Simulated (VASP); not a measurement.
Ti3Al:

```
Ti Al
1.0
     0.00000    3.31769    3.31769
     3.31769    0.00000    3.31769
     3.31769    3.31769    0.00000
Ti Al
3 1
Direct
  0.75000 0.75000 0.75000
  0.25000 0.25000 0.25000
  0.00000 0.00000 0.00000
  0.50000 0.50000 0.50000
```

Base run:

* Program: VASP 6.6.1
* Functional: PBE
* Potentials or basis: VASP PAW PBE potentials, release 64 (Ti_sv, Al)
* Cutoff: 500 eV
* k mesh: 12 × 12 × 12
* Occupations: gaussian, width 0.15 eV
* Spin: collinear spin
* Starting moments: [0.75, 0.75, 0.75, 0.0] μB
* Fixed moment: 2.25 μB

Its results: pressure -7.5 GPa; site moments Ti +0.29, +1.09 (each value once); Al -0.03 μB.

The run is repeated on the same cell with these changes: fixed moment from 2.25 μB to 0.75 μB; moments at the start from [0.75, 0.75, 0.75, 0.0] to [0.25, 0.25, 0.25, 0.0]. What comes out?

Pressure -8.2 GPa; site moments Ti -0.01, +0.64 (each value once); Al -0.01 μB.

Caveats: the cell stands under tension; the total moment is fixed, so each spin has its own Fermi level.
